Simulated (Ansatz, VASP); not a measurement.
**Mg in VASP and in Ansatz**

File INCAR:

```
SYSTEM = Mg
PREC     = Accurate       ! precision mode
ENCUT    = 520            ! plane-wave cutoff, eV
EDIFF    = 1E-7           ! SCF threshold, eV
ISMEAR   = 0              ! smearing method
SIGMA    = 0.1            ! smearing width, eV
LREAL    = .FALSE.        ! projectors in reciprocal space
LASPH    = .TRUE.         ! aspherical terms in the spheres
NELM     = 80             ! most SCF steps
ALGO     = Normal         ! electronic algorithm
ISIF     = 2              ! what is computed and relaxed
LWAVE    = .FALSE.        ! write WAVECAR
LCHARG   = .FALSE.        ! write CHGCAR
GGA      = CA             ! functional
NBANDS   = 9              ! bands
```

File KPOINTS:

```
Automatic mesh
0
G
  7 7 22
  0 0 0
```

POSCAR

```
Mg
1.0
    5.2968478620      0.0000000000      0.0000000000
    0.0000000000      5.2968454484      0.0050565864
    0.0000000000     -2.6469406532      1.5587553577
Mg
2
Direct
    0.2500000000      0.3312350333     -0.0001603658
    0.7500000000      0.6687649667      0.0001603658
```

Input for Ansatz:

```yaml
crystal:
  lattice:
    - [5.296847862, 0.0, 0.0]
    - [0.0, 5.2968454484, 0.0050565864]
    - [0.0, -2.6469406532, 1.5587553577]
  atoms:
    - { symbol: Mg, position: [0.25, 0.3312350333, -0.0001603658] }
    - { symbol: Mg, position: [0.75, 0.6687649667, 0.0001603658] }
basis:
  ecutwfc: 420
kpoints:
  mp_grid: { grid: [7, 7, 22] }
hamiltonian:
  xc: lda
scf:
  occupations: { method: gaussian, width: 0.1 }
output:
  forces: true
  stress: true
  eigenvalues: true
```

Change from the starting cell: band edges of the strained film's bulk.

Alike in both runs: task single point; functional LDA; k mesh 7 × 7 × 22; occupations gaussian, width 0.1 eV; no spin polarisation.

|  | VASP | Ansatz |
| --- | --- | --- |
| version | VASP 6.6.1 | Ansatz 0.2.0 |
| potentials or method | VASP PAW LDA potentials, release 64 (Mg), cutoff 520 eV | scalar-relativistic, plane waves, PAW |
| valence electrons in the cell | 4 | 20 |

|  | VASP | Ansatz | Ansatz less VASP |
| --- | --- | --- | --- |
| gap on the k mesh at the Fermi level (eV) | none | none | - |
| pressure (GPa) | -0.7 | -0.3 | +0.33 |
| traceless stress, the component that is largest in VASP (GPa) | -1.79 | -1.78 | +0.013 |

LDA's correlation is that of Perdew and Zunger in VASP and of Perdew and Wang (1992) in Ansatz. A gap of «none» marks a metal or a gap that the smearing closes. VASP's potentials hold 4 valence electrons a cell and Ansatz's 20, so a difference there can come from the potentials and not from the codes.
